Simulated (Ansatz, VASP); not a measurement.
## BiTe in VASP and in Ansatz

File INCAR:

```
SYSTEM = BiTe
PREC = Accurate
ENCUT = 520
EDIFF = 1E-6
ISMEAR = 0
SIGMA = 0.05
LREAL = .False.
LASPH = .True.
NELM = 80
ALGO = Normal
ISIF = 2
LWAVE = .False.
LCHARG = .False.
GGA = RE
NBANDS = 18
```

File KPOINTS:

```
regular mesh
0
Gamma
  6 6 6
  0 0 0
```

Contents of POSCAR:

```
BiTe
1.0
    0.0000000000      3.2349999084      3.2349999084
    3.2349999084      0.0000000000      3.2349999084
    3.2349999084      3.2349999084      0.0000000000
Bi Te
1 1
Direct
    0.5000000000      0.5000000000      0.5000000000
    0.0000000000      0.0000000000      0.0000000000
```

Input for Ansatz:

```yaml
crystal:
  lattice:
    - [0.0, 3.2349999084, 3.2349999084]
    - [3.2349999084, 0.0, 3.2349999084]
    - [3.2349999084, 3.2349999084, 0.0]
  atoms:
    - { symbol: Bi, position: [0.5, 0.5, 0.5] }
    - { symbol: Te, position: [0.0, 0.0, 0.0] }
basis:
  ecutwfc: 420
  ecutrho_ratio: 4
kpoints:
  mp_grid: { grid: [6, 6, 6] }
hamiltonian:
  xc: revpbe
scf:
  occupations: { method: gaussian, width: 0.05 }
output:
  forces: true
  stress: true
  eigenvalues: true
```

Alike in both runs: task single point; functional revPBE; k mesh 6 × 6 × 6; occupations gaussian, width 0.05 eV; no spin polarisation.

|  | VASP | Ansatz |
| --- | --- | --- |
| version | VASP 6.6.1 | Ansatz 0.2.0 |
| potentials or method | VASP PAW PBE potentials, release 64 (Bi_d, Te), cutoff 520 eV | scalar-relativistic, plane waves, PAW |
| valence electrons in the cell | 21 | 31 |

```tsv
	VASP	Ansatz	Ansatz less VASP
gap on the k mesh at the Fermi level (eV)	none	none	-
pressure (GPa)	1.8	1.9	+0.08
```

VASP's potentials were made for PBE, not for revPBE. A gap of «none» marks a metal or a gap that the smearing closes. VASP's potentials hold 21 valence electrons a cell and Ansatz's 31, so a difference there can come from the potentials and not from the codes.

Spin-orbit coupling is off throughout.
